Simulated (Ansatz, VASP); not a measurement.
**CaSe: VASP beside Ansatz**

```xyz
2
Lattice="3.6348 0.0000 0.0000 0.0000 3.6348 0.0000 0.0000 0.0000 3.4400" Properties=species:S:1:pos:R:3 pbc="T T T"
Ca    0.0000    0.0000    0.0000
Se    1.8174    1.8174    1.7200
```

Change from the starting cell: uniaxial_z strain -5.4%.

Alike in both runs: task single point; functional r2SCAN; k mesh 8 × 8 × 8; occupations fermi-dirac, width 0.02 eV; no spin polarisation.

```csv
,VASP,Ansatz
version,VASP 6.6.1,Ansatz 0.2.0
potentials or method,"VASP PAW PBE potentials, release 64 (Ca_sv, Se)","plane waves, PAW"
plane-wave cutoff (eV),520,500
valence electrons in the cell,16,26
```

|  | VASP | Ansatz | Ansatz less VASP |
| --- | --- | --- | --- |
| pressure (GPa) | 3.7 | 3.4 | -0.28 |
| traceless stress, the component that is largest in VASP (GPa) | 6.85 | 6.86 | +0.009 |

VASP's potentials were made for PBE, not for r2SCAN. VASP's potentials hold 16 valence electrons a cell and Ansatz's 26, so a difference there can come from the potentials and not from the codes.
